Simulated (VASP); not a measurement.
Here is a VASP 6.6.1 calculation.

POSCAR

```
SiO2
1.0
    4.3525963506      0.0000000000      0.0000000000
    0.0000000000      4.3525963506      0.0000000000
    0.0000000000      0.0000000000      2.6210924487
Si O
2 4
Direct
    0.0000000000      0.0000000000      0.0000000000
    0.5000000000      0.5000000000      0.5000000000
    0.3115103669      0.3115103669      0.0000000000
    0.1884896331      0.8115103669      0.5000000000
    0.8115103669      0.1884896331      0.5000000000
    0.6884896331      0.6884896331      0.0000000000
```

Contents of INCAR.step1:

```
PREC = Accurate
ENCUT = 520
ISMEAR = 0
SIGMA = 0.01
LREAL = F
LASPH = T
NELM = 100
NBANDS = 25
GGA = PE
ALGO = Normal
EDIFF = 1E-4
LWAVE = T
LCHARG = F
```

Contents of INCAR.step2:

```
PREC = Accurate
ENCUT = 520
EDIFF = 1E-7
ISMEAR = 0
SIGMA = 0.01
LREAL = F
LASPH = T
NELM = 100
ALGO = Normal
ISIF = 2
LWAVE = F
LCHARG = F
METAGGA = R2SCAN
LMIXTAU = T
NBANDS = 25
ISTART = 1
```

Contents of KPOINTS:

```
regular mesh
0
Gamma
  6 6 10
```

Potentials or basis: VASP PAW PBE potentials, release 64 (Si, O).

Run with:

```console
$ cat potpaw_PBE.64/Si/POTCAR potpaw_PBE.64/O/POTCAR > POTCAR
$ cp INCAR.step1 INCAR
$ mpirun -np 1 vasp_std > vasp.out
$ cp INCAR.step2 INCAR
$ mpirun -np 1 vasp_std > vasp.out
```

Q: Predict the pressure.

A: -10.4 GPa.

Q: What does it give for the band gap on the k mesh?

A: 5.92 eV.

Forces in eV/Å, atoms in the order of the input:
```
Si   0.000  0.000  0.000
Si   0.000  0.000  0.000
O   -0.025 -0.025  0.000
O    0.025 -0.025  0.000
O   -0.025  0.025  0.000
O    0.025  0.025  0.000
```

Caveat: the cell differs from its parent crystal (epitaxial xy strain +4.0%); the cell stands under tension; the PAW data sets were made with another functional, which shifts forces and pressure a little. A k mesh can miss the band edges.
